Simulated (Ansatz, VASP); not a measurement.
## One calculation of Mo, two programs

File INCAR:

```
SYSTEM = Mo
ALGO = Fast
EDIFF = 1E-6
ENCUT = 520
GGA = CA
ISIF = 2
ISMEAR = 0
LASPH = .TRUE.
LCHARG = .FALSE.
LREAL = .FALSE.
LWAVE = .FALSE.
NBANDS = 13
NELM = 60
PREC = Accurate
SIGMA = 0.15
```

KPOINTS

```
k-points
0
G
  20 20 20
  0 0 0
```

Contents of POSCAR:

```
Mo
1.0
   -1.3430996971      1.6542364775      1.6697155323
    1.3430996971     -1.6542364775      1.6697155323
    1.3430996971      1.6542364775     -1.6697155323
Mo
1
Direct
    0.0000000000      0.0000000000      0.0000000000
```

Input for Ansatz:

```yaml
crystal:
  lattice:
    - [-1.3430996971, 1.6542364775, 1.6697155323]
    - [1.3430996971, -1.6542364775, 1.6697155323]
    - [1.3430996971, 1.6542364775, -1.6697155323]
  atoms:
    - { symbol: Mo, position: [0.0, 0.0, 0.0] }
basis:
  ecutwfc: 420
kpoints:
  mp_grid: { grid: [20, 20, 20] }
hamiltonian:
  xc: lda
  pseudopotentials: { kind: paw, azcp: { folder: soft_1 } }
scf:
  occupations: { method: gaussian, width: 0.15 }
output:
  forces: true
  stress: true
  eigenvalues: true
```

Change from the starting cell: strain +e along x and -e along y -0.1000, strain +e along z and -e/2 along x and y +0.0733.

Alike in both runs: task single point; functional LDA; k mesh 20 × 20 × 20; occupations gaussian, width 0.15 eV; no spin polarisation.

|  | VASP | Ansatz |
| --- | --- | --- |
| version | VASP 6.6.1 | Ansatz 0.2.0 |
| potentials or method | VASP PAW LDA potentials, release 64 (Mo_sv), cutoff 520 eV | scalar-relativistic, plane waves, PAW |
| valence electrons in the cell | 14 | 14 |

Ansatz gave:

* gap on the k mesh at the Fermi level (eV): none
* pressure (GPa): 9.8
* traceless stress, the component that is largest in VASP (GPa): 23.38

Which values does VASP return?

gap on the k mesh at the Fermi level (eV): none; pressure (GPa): 11.0; traceless stress, the component that is largest in VASP (GPa): 23.50.

Ansatz warns that its potentials were made for another functional, while VASP's fit it. LDA's correlation is that of Perdew and Zunger in VASP and of Perdew and Wang (1992) in Ansatz. A gap of «none» marks a metal or a gap that the smearing closes.
